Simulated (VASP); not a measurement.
Br:

```
Br
1.0
     3.36325   -2.32255    0.00000
     3.36325    2.32255    0.00000
     0.00000    0.00000    8.70230
Br
4
Cartesian
  3.3632 -1.6959 0.9564
  3.3632 -0.6266 5.3075
  3.3632 1.6959 7.7459
  3.3632 0.6266 3.3948
```

* Program: VASP 6.6.1
* Task: relaxation of the atoms
* Functional: PBE
* Dispersion: D3(BJ)
* Potentials or basis: VASP PAW PBE potentials, release 64 (Br)
* Cutoff: 520 eV
* k mesh: 8 × 8 × 4
* Occupations: gaussian, width 0.02 eV
* Spin: no spin polarisation

At the start: pressure 0.7 GPa; volume 33.99 Å³/atom.

Task: Where does the relaxation end?

Result: Over 10 steps the energy falls by 17.8 meV/atom; space group Cmce (No. 64, to 0.1 Å) before and after.

The path:
| step | energy change (eV) | largest force (eV/Å) | pressure (GPa) |
| --- | --- | --- | --- |
| 1 | 0.0000 | 0.8933 | 0.68 |
| 2 | -0.0658 | 0.0877 | -1.27 |
| 3 | -0.0661 | 0.0649 | -1.15 |
| 4 | -0.0661 | 0.0671 | -1.18 |
| 5 | -0.0669 | 0.0619 | -1.17 |
| 6 | -0.0688 | 0.0470 | -1.15 |
| 7 | -0.0709 | 0.0290 | -1.11 |
| 8 | -0.0710 | 0.0309 | -1.10 |
| 9 | -0.0708 | 0.0545 | -0.91 |
| 10 | -0.0711 | 0.0010 | -1.03 |

Final structure:
```
Br
1.0
     3.36325   -2.32255    0.00000
     3.36325    2.32255    0.00000
     0.00000    0.00000    8.70230
Br
4
Direct
  0.86794 0.13206 0.11625
  0.63206 0.36794 0.61625
  0.13206 0.86794 0.88375
  0.36794 0.63206 0.38375
```
